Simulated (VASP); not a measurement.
## BN: single point with r2SCAN

Crystal: BN.

```
CELL_PARAMETERS angstrom
2.54332 0.00000 0.00000
-1.27166 2.20258 0.00000
0.00000 0.00000 4.20685
ATOMIC_POSITIONS crystal
B 0.33333 0.66667 0.93700
B 0.66667 0.33333 0.43700
N 0.33333 0.66667 0.43700
N 0.66667 0.33333 0.93700
```

* Program: VASP 6.6.1
* Task: single point
* Functional: r2SCAN
* Potentials or basis: VASP PAW PBE potentials, release 64 (B, N)
* Cutoff: 520 eV
* k mesh: 12 × 12 × 6
* Occupations: gaussian, width 0.01 eV
* Spin: no spin polarisation
* Dipole correction: no
* Further INCAR settings: ALGO = Normal; EDIFF = 1e-06; NBANDS = 16

| Item | Value |
| --- | --- |
| Pressure | 28.4 GPa |
| Band gap on the k mesh | 3.83 eV (least direct gap 5.63 eV) |

Stress tensor (GPa, compression positive):
```
 2.83  0.00  0.00
 0.00  2.83  0.00
 0.00  0.00 79.52
```

Levels at points of the mesh, in eV from the valence-band top:
```
           k point  band 6  band 7  band 8  band 9  band 10  band 11
(0.00, 0.00, 0.00)   -3.01   -3.01   -0.05    8.29     8.29     9.03
(0.50, 0.00, 0.00)   -7.02   -5.58   -3.30    5.85     6.27     9.97
(0.00, 0.00, 0.50)   -3.80   -3.80   -3.80    9.22     9.22     9.24
(0.50, 0.00, 0.50)   -6.66   -2.63   -2.63    4.16     4.16     7.93
```

Run time: 110 s on 1 thread of Intel Xeon 8259CL, on a shared host, peak memory 0.15 GiB.

Caveat: the cell stands under pressure; the PAW data sets were made with another functional, which shifts forces and pressure a little. A k mesh can miss the band edges.
